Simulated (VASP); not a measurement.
A run of VASP 6.6.1 is set up as follows.

Contents of INCAR:

```
SYSTEM = CsBr
PREC = Accurate
ENCUT = 400
EDIFF = 1E-8
ISMEAR = -1
SIGMA = 0.03
LREAL = .False.
LASPH = .True.
NELM = 120
ALGO = Normal
ISIF = 2
LWAVE = .False.
LCHARG = .False.
GGA = PE
LEFG = .True.
NBANDS = 15
GGA_COMPAT = .False.
```

The input KPOINTS:

```
Automatic mesh
0
Gamma
  7 7 7
  0 0 0
```

File POSCAR:

```
CsBr
1.0
    3.6483710781      0.0000000000      0.0000000000
    0.0000000000      3.6483710781      0.0000000000
    0.0000000000      0.0000000000      3.6483710781
Cs Br
1 1
Direct
    0.0000000000      0.0000000000      0.0000000000
    0.5000000000      0.5000000000      0.5000000000
```

Potentials or basis: VASP PAW PBE potentials, release 64 (Cs_sv, Br).

Launch:

```sh
$ cat potpaw_PBE.64/Cs_sv/POTCAR potpaw_PBE.64/Br/POTCAR > POTCAR
$ mpirun -np 1 vasp_std > vasp.out
```

Problem. Predict the band gap on the k mesh.

Solution. 3.33 eV, direct.

Problem. Estimate the pressure.

Solution. 28.1 GPa.

Caveat: without QUAD_EFG the Cq values of the log hold for a quadrupole moment of 1 mb, not for the nuclei; spin-orbit coupling is left out, which moves the levels of the heavy elements. A k mesh can miss the band edges.
